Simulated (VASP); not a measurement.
Wanted: the native input for a VASP 6.6.1 run.

- Task: single point
- Functional: PBE
- Potentials or basis: VASP PAW PBE potentials, release 64 (Si, F)
- Cutoff: 520 eV
- k mesh: 9 × 9 × 1
- Occupations: gaussian, width 0.05 eV
- Spin: collinear spin
- Starting moments: [0.0, 0.0, 0.0, 0.0, 1.0] μB
- Dipole correction: yes
- Further INCAR settings: ALGO = Normal; EDIFF = 1e-06; NBANDS = 24

The structure of Si4F lies in POSCAR:

```
Si4F
1.0
    3.8675355481      0.0000000000      0.0000000000
   -1.9337677741      3.3493840347      0.0000000000
    0.0000000000      0.0000000000     19.4372968034
Si F
4 1
Direct
    0.3333333333      0.6666666667      0.2057899326
    0.0000000000      0.0000000000      0.2464055283
    0.0000000000      0.0000000000      0.3748662348
    0.6666666667      0.3333333333      0.4083539436
    0.6666666667      0.6666666667      0.4769569523
```

The input as run:

INCAR

```
  PREC = Accurate
  ENCUT = 520
  EDIFF = 1E-6
  ISMEAR = 0
  SIGMA = 0.05
  LREAL = F
  LASPH = T
  NELM = 150
  ALGO = Normal
  ISIF = 2
  LWAVE = F
  LCHARG = F
  ISPIN = 2
  MAGMOM = 0 0 0 0 1
  LORBIT = 11
  LDIPOL = T
  IDIPOL = 3
  DIPOL = 0.5 0.5 0.342
  GGA = PE
  NBANDS = 24
```

KPOINTS

```
Automatic mesh
0
Gamma
  9 9 1
```

Potentials or basis: VASP PAW PBE potentials, release 64 (Si, F).

Command:

```sh
$ cat potpaw_PBE.64/Si/POTCAR potpaw_PBE.64/F/POTCAR > POTCAR
$ mpirun -np 1 vasp_std > vasp.out
```

It gave:

```yaml
Largest_force: 1.982 eV/Å
Net_moment: 0.90 μB per cell
Site_moments: Si +0.20, +0.01, +0.05, +0.04; F +0.03 μB
Valence_electrons_inside_the_program's_atomic_spheres: Si 1.63, 1.65, 1.67, 1.59; F 6.05
```

Wall time 7.4 min on 1 thread of Intel(R) Xeon(R) 6975P-C (Granite Rapids), with other jobs on the host, peak memory 0.68 GiB.
